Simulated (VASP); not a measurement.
CoPtO2:

```xyz
4
Lattice="1.4123 0.8154 5.9394 -1.4123 0.8154 5.9394 0.0000 -1.6307 5.9394" Properties=species:S:1:pos:R:3 pbc="T T T"
Co    0.0000    0.0000    8.9091
Pt    0.0000    0.0000    0.0000
O     0.0000    0.0000   15.8182
O     0.0000    0.0000    2.0000
```

| Item | Value |
| --- | --- |
| Program | VASP 6.6.1 |
| Task | relaxation of cell and atoms |
| Functional | PBE |
| Potentials or basis | VASP PAW PBE potentials, release 64 (Co, Pt, O) |
| Cutoff | 600 eV |
| k mesh | 18 × 18 × 18 |
| Occupations | gaussian, width 0.1 eV |
| Spin | no spin polarisation |

At the start: pressure 5.9 GPa; volume 10.26 Å³/atom.

Q: Where does the relaxation end?

A: Over 6 steps the energy falls by 4.5 meV/atom and the volume is 10.51 Å³/atom (+2.5 %); space group R-3m (No. 166, to 0.05 Å).

Step by step:
```csv
step,energy change (eV),largest force (eV/Å),pressure (GPa),volume (Å³)
1,0.0000,0.0936,5.93,41.04
2,0.0130,0.1205,-6.96,43.33
3,-0.0174,0.0046,-0.02,42.00
4,-0.0181,0.0621,0.04,42.03
5,-0.0181,0.0540,0.04,42.03
6,-0.0182,0.0022,0.02,42.04
```

Final structure:
```cif
data_structure
_symmetry_space_group_name_H-M 'P 1'
_symmetry_Int_Tables_number 1
_cell_length_a 6.1889
_cell_length_b 6.1889
_cell_length_c 6.1889
_cell_angle_alpha 26.650
_cell_angle_beta 26.650
_cell_angle_gamma 26.650
_cell_volume 42.04
loop_
_atom_site_label
_atom_site_type_symbol
_atom_site_fract_x
_atom_site_fract_y
_atom_site_fract_z
_atom_site_occupancy
Co1 Co 0.50000 0.50000 0.50000 1
Pt1 Pt 0.00000 0.00000 0.00000 1
O1 O 0.88773 0.88773 0.88773 1
O2 O 0.11227 0.11227 0.11227 1
```

Caveat: an odd number of electrons without spin polarisation forces a metal; a magnetic or distorted state may lie lower; the run has no spin polarisation, though such a crystal can be magnetic.
